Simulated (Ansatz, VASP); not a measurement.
# Two plane-wave programs on Cs

File INCAR:

```
  PREC = Accurate
  ENCUT = 520
  EDIFF = 1E-7
  ISMEAR = -1
  SIGMA = 0.08
  LREAL = F
  LASPH = T
  NELM = 60
  ALGO = Normal
  ISIF = 2
  LWAVE = F
  LCHARG = T
  GGA = PE
  LELF = T
  LVHAR = T
  NBANDS = 10
```

File KPOINTS:

```
regular mesh
0
Gamma
  8 8 8
```

POSCAR

```
Cs
1.0
    4.5533516343      0.0000000000      0.0000000000
    0.0000000000      4.5533516343      0.0000000000
    0.0000000000      0.0000000000      4.5533516343
Cs
1
Direct
    0.0000000000      0.0000000000      0.0000000000
```

Input for Ansatz:

```yaml
crystal:
  lattice:
    - [4.5533516343, 0.0, 0.0]
    - [0.0, 4.5533516343, 0.0]
    - [0.0, 0.0, 4.5533516343]
  atoms:
    - { symbol: Cs, position: [0.0, 0.0, 0.0] }
kpoints:
  mp_grid: { grid: [8, 8, 8] }
scf:
  occupations: { method: fermi_dirac, width: 0.08 }
hamiltonian:
  xc: pbe
  pseudopotentials: { kind: paw }
output:
  forces: true
  stress: true
  eigenvalues: true
  populations: true
```

Change from the starting cell: volume scaled by 0.75, PAW files.

Alike in both runs: task single point; functional PBE; k mesh 8 × 8 × 8; occupations fermi-dirac, width 0.08 eV; no spin polarisation.

```csv
,VASP,Ansatz
version,VASP 6.6.1,Ansatz 0.2.0
potentials or method,"VASP PAW PBE potentials, release 64 (Cs_sv)","PAW with Ansatz's default frozen-core files, scalar-relativistic"
plane-wave cutoff (eV),520,420
valence electrons in the cell,9,9
```

|  | VASP | Ansatz | Ansatz less VASP |
| --- | --- | --- | --- |
| pressure (GPa) | 0.7 | 0.7 | +0.01 |

With one functional, cell and mesh, what is left measures potentials, basis and numerics.

Spin-orbit coupling is off throughout.
